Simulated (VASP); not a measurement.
# Al (P6/mmm) in VASP: notebook, part 2 of 2

VASP 6.6.1. The steps go on from the part before.

### Step 3. Relaxation of cell and atoms, PBE+D3(BJ)

INCAR reads:

```
PREC     = Accurate       # precision mode
ENCUT    = 600            # plane-wave cutoff, eV
EDIFF    = 1E-6           # SCF threshold, eV
ISMEAR   = 0              # smearing method
SIGMA    = 0.1            # smearing width, eV
LREAL    = False          # projectors in reciprocal space
LASPH    = True           # aspherical terms in the spheres
NELM     = 100            # most SCF steps
ALGO     = Fast           # electronic algorithm
ISIF     = 3              # what is computed and relaxed
LWAVE    = False          # write WAVECAR
LCHARG   = False          # write CHGCAR
GGA      = PE             # functional
IVDW     = 12             # dispersion correction
IBRION   = 2              # ionic algorithm
NSW      = 100            # ionic steps
EDIFFG   = -0.01          # ionic threshold
```

KPOINTS reads:

```
Automatic mesh
0
Gamma
  12 12 20
```

POSCAR reads:

```
Al
1.0
    4.4950418819      0.0000000000      0.0000000000
   -2.2475209409      3.8928204608      0.0000000000
    0.0000000000      0.0000000000      2.7203774503
Al
2
Direct
    0.3333333333      0.6666666667      0.0000000000
    0.6666666667      0.3333333333      0.0000000000
```

Potentials or basis: VASP PAW PBE potentials, release 64 (Al).

Run with:

```console
$ cat potpaw_PBE.64/Al/POTCAR > POTCAR
$ mpirun -np 1 vasp_std > vasp.out
```

OUTCAR:

```text
PREC = Accurate
   ENCUT = 600
   EDIFF = 1E-6
   ISMEAR = 0
   LREAL = False
   LASPH = True
   NELM = 100
   ISIF = 3
   GGA = PE
   IVDW = 12
   IBRION = 2
   NSW = 100
   EDIFFG = -0.01
 IVDW          = 12

 ion  position               nearest neighbor table
   1  0.333  0.667  0.000-   2 2.60   2 2.60   2 2.60
   2  0.667  0.333  0.000-   1 2.60   1 2.60   1 2.60

  LATTYP: Found a hexagonal cell.
 ALAT       =     4.4950418819
 C/A-ratio  =     0.6051951287

  Lattice vectors:

 A1 = (   4.4950418819,   0.0000000000,   0.0000000000)
 A2 = (  -2.2475209409,   3.8928204608,   0.0000000000)
 A3 = (   0.0000000000,   0.0000000000,   2.7203774503)

Analysis of symmetry for initial positions (statically):
=====================================================================
 Subroutine PRICEL returns:
 Original cell was already a primitive cell.

 Routine SETGRP: Setting up the symmetry group for a
 hexagonal supercell.

 Subroutine GETGRP returns: Found 24 space group operations
 (whereof 24 operations were pure point group operations)
 out of a pool of 24 trial point group operations.

The static configuration has the point symmetry D_6h.

Analysis of symmetry for dynamics (positions and initial velocities):
=====================================================================
 Subroutine PRICEL returns:
 Original cell was already a primitive cell.

 Routine SETGRP: Setting up the symmetry group for a
 hexagonal supercell.

 Subroutine GETGRP returns: Found 24 space group operations
 (whereof 24 operations were pure point group operations)
 out of a pool of 24 trial point group operations.

The dynamic configuration has the point symmetry D_6h.

 Subroutine INISYM returns: Found 24 space group operations
[... 175 lines left out ...]
     -0.00000      2.59521      0.00000         0.000000     -0.000000      0.000000
      2.24752      1.29761      0.00000        -0.000000      0.000000      0.000000
 -----------------------------------------------------------------------------------
    total drift:                                0.000000     -0.000000     -0.000000

  FREE ENERGIE OF THE ION-ELECTRON SYSTEM (eV)
  ---------------------------------------------------
  free  energy   TOTEN  =        -6.9526837569 eV

  energy  without entropy=       -6.9492757005  energy(sigma->0) =       -6.95097973

--------------------------------------- Ionic step        2  -------------------------------------------

 number of electron       6.0000000 magnetization

 Free energy of the ion-electron system (eV)
  ---------------------------------------------------
  ext. energy  EPLUGINS =         0.00000000
  ---------------------------------------------------
  free energy    TOTEN  =        -6.49231715 eV

  energy without entropy =       -6.48892801  energy(sigma->0) =       -6.49062258

 E-fermi :   4.2315     XC(G=0):  -8.5978

 val. band max:        4.2293926602   @ k =   0.2500  -0.0000   0.3000
 cond. band min:       4.2434585366   @ k =   0.3333   0.0000   0.3500
 fundamental gap:      0.0140658764
 Fermi energy:         4.2315113189

 k-point     1 :       0.0000    0.0000    0.0000
  band No.  band energies     occupation
      1      -4.7440      2.00000
      2       3.3366      2.00000
      3       3.3366      2.00000
      4       3.8018      2.00000
      5       6.4365      0.00000
      6       6.4365      0.00000
      7       9.7319      0.00000
[... 221 lines left out ...]
 k-point    24 :       0.3333    0.0000    0.0500
  band No.  band energies     occupation
      1      -3.7667      2.00000
      2      -0.5462      2.00000
      3       2.4734      2.00000
      4       4.6163      0.00000
      5       9.0188      0.00000
      6       9.3839      0.00000
      7      12.4092      0.00000

 [... further k-points ...]

------------------------ aborting loop because EDIFF is reached ----------------------------------------

 Edisp (eV)   -0.46042

 E8    (eV) :    -0.2059

  FORCE on cell =-STRESS in cart. coord.  units (eV):
  Direction    XX          YY          ZZ          XY          YZ          ZX
  --------------------------------------------------------------------------------------
  -------------------------------------------------------------------------------------
  Total       0.00341     0.00341    -0.00866     0.00000    -0.00000    -0.00000
  in kB       0.11489     0.11489    -0.29192     0.00000    -0.00000    -0.00000
  external pressure =       -0.02 kB  Pullay stress =        0.00 kB

 VOLUME and BASIS-vectors are now :
 -----------------------------------------------------------------------------
  energy-cutoff  :      600.00
  volume of cell :       47.54
      direct lattice vectors                 reciprocal lattice vectors
     4.490149128 -0.000000000  0.000000000     0.222709752  0.128581535 -0.000000000
    -2.245074564  3.888583212 -0.000000000     0.000000000  0.257163071 -0.000000000
     0.000000000  0.000000000  2.722563118    -0.000000000  0.000000000  0.367300943

 POSITION                                       TOTAL-FORCE (eV/Angst)
 -----------------------------------------------------------------------------------
     -0.00000      2.59239     -0.00000        -0.000000      0.000000     -0.000000
      2.24507      1.29619     -0.00000         0.000000     -0.000000      0.000000
 -----------------------------------------------------------------------------------
    total drift:                                0.000000     -0.000000     -0.000000

  FREE ENERGIE OF THE ION-ELECTRON SYSTEM (eV)
  ---------------------------------------------------
  free  energy   TOTEN  =        -6.9527412758 eV

  energy  without entropy=       -6.9493521286  energy(sigma->0) =       -6.95104670

 reached required accuracy - stopping structural energy minimisation
```

CONTCAR:

```text
Al
   1.00000000000000
     4.4901491281804100   -0.0000000000000628    0.0000000000000000
    -2.2450745640403138    3.8885832117844070   -0.0000000000000000
     0.0000000000000000    0.0000000000000000    2.7225631182723942
  Al
     2
Direct
     0.3333333332999970    0.6666666667000030    0.0000000000000000
     0.6666666667000030    0.3333333332999970    0.0000000000000000

  0.00000000E+00  0.00000000E+00  0.00000000E+00
  0.00000000E+00  0.00000000E+00  0.00000000E+00
```

It took 46 s on 1 thread of AMD EPYC 9R45 (Zen 5), shared host; peak memory 0.2 GiB.

Results:

- Free energy: -6.9527 eV
- Relaxed volume: 23.77 Å³/atom
- Relaxed cell: a = 4.490 Å, b = 4.490 Å, c = 2.723 Å, α = 90.00°, β = 90.00°, γ = 120.00°
- Space group after relaxing (to 0.05 Å): P6/mmm (No. 191)
- Energy gained by relaxing: 0.0 meV/atom
- Ionic steps: 2
- Pressure after relaxing: 0.0 GPa
- Band gap on the k mesh: zero (band 3 reaches 6.67 eV, above the bottom of band 4 at 2.72 eV)
- Dispersion energy per atom: -0.230 eV

Final structure:
```
CELL_PARAMETERS angstrom
4.49015 0.00000 0.00000
-2.24507 3.88858 0.00000
0.00000 0.00000 2.72256
ATOMIC_POSITIONS crystal
Al 0.33333 0.66667 0.00000
Al 0.66667 0.33333 0.00000
```

Caveat: pairwise dispersion overbinds metals, which lowers pressure and volume.
